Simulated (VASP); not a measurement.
Crystal: As.

```
As
1.0
     2.64590    0.00000    0.00000
     0.00000    4.54024    0.00000
     0.00000    0.00000    3.39522
As
2
Direct
  0.00000 0.00000 0.72699
  0.50000 0.50000 0.27301
```

The cell was generated, and may not be a known phase.

| Property | Result |
| --- | --- |
| Program | VASP 6.6.1 |
| Task | relaxation of cell and atoms |
| Functional | PBE |
| Potentials or basis | VASP PAW PBE potentials, release 64 (As) |
| Cutoff | 600 eV |
| k mesh | 20 × 12 × 16 |
| Occupations | gaussian, width 0.1 eV |
| Spin | no spin polarisation |

At the start: pressure -0.5 GPa; volume 20.39 Å³/atom.

Question: Where does the relaxation end?

Answer: Over 42 steps the energy falls by 225.7 meV/atom and the volume is 22.95 Å³/atom (+12.5 %); space group Pmmn (No. 59, to 0.1 Å) before, P4/nmm (No. 129, to 0.1 Å).

Step by step:
| step | energy change (eV) | largest force (eV/Å) | pressure (GPa) | volume (Å³) |
| --- | --- | --- | --- | --- |
| 1 | 0.0000 | 0.0253 | -0.54 | 40.79 |
| 3 | -0.0780 | 0.0244 | -0.80 | 39.96 |
| 5 | -0.1532 | 0.0300 | 4.21 | 36.88 |
| 7 | -0.1719 | 0.0317 | 7.09 | 35.82 |
| 9 | -0.1675 | 0.0492 | 8.76 | 35.26 |
| 11 | -0.2256 | 0.1344 | 5.21 | 36.44 |
| 13 | -0.2409 | 0.1565 | 3.74 | 36.98 |
| 15 | -0.2699 | 0.2334 | -0.27 | 38.69 |
| 17 | -0.2802 | 0.2477 | -0.06 | 38.69 |
| 19 | -0.3156 | 0.1727 | 2.08 | 38.65 |
| 21 | -0.3220 | 0.1038 | 3.81 | 38.59 |
| 23 | -0.3308 | 0.1133 | 3.73 | 38.89 |
| 25 | -0.3692 | 0.0460 | 3.82 | 40.18 |
| 27 | -0.4202 | 0.2847 | 2.71 | 43.54 |
| 29 | -0.4354 | 0.2567 | 0.36 | 46.18 |
| 31 | -0.4491 | 0.0668 | -0.17 | 45.76 |
| 33 | -0.4499 | 0.0006 | -0.32 | 45.64 |
| 35 | -0.4507 | 0.0136 | 0.18 | 45.32 |
| 37 | -0.4510 | 0.0374 | -0.03 | 45.51 |
| 39 | -0.4513 | 0.0171 | 0.15 | 45.58 |
| 41 | -0.4514 | 0.0178 | -0.04 | 45.88 |
| 42 | -0.4514 | 0.0030 | 0.00 | 45.90 |

Final structure:
```
CELL_PARAMETERS angstrom
3.34501 0.00000 0.00000
0.00000 3.32524 0.00000
0.00000 0.00000 4.12647
ATOMIC_POSITIONS crystal
As 0.00000 0.00000 0.64589
As 0.50000 0.50000 0.35411
```

Caveat: a cell axis changed by over 15 % at a fixed basis, so the end point is rough; this functional lacks dispersion, which binds layers or chains, so the pressure and a relaxed spacing across them are unreliable.
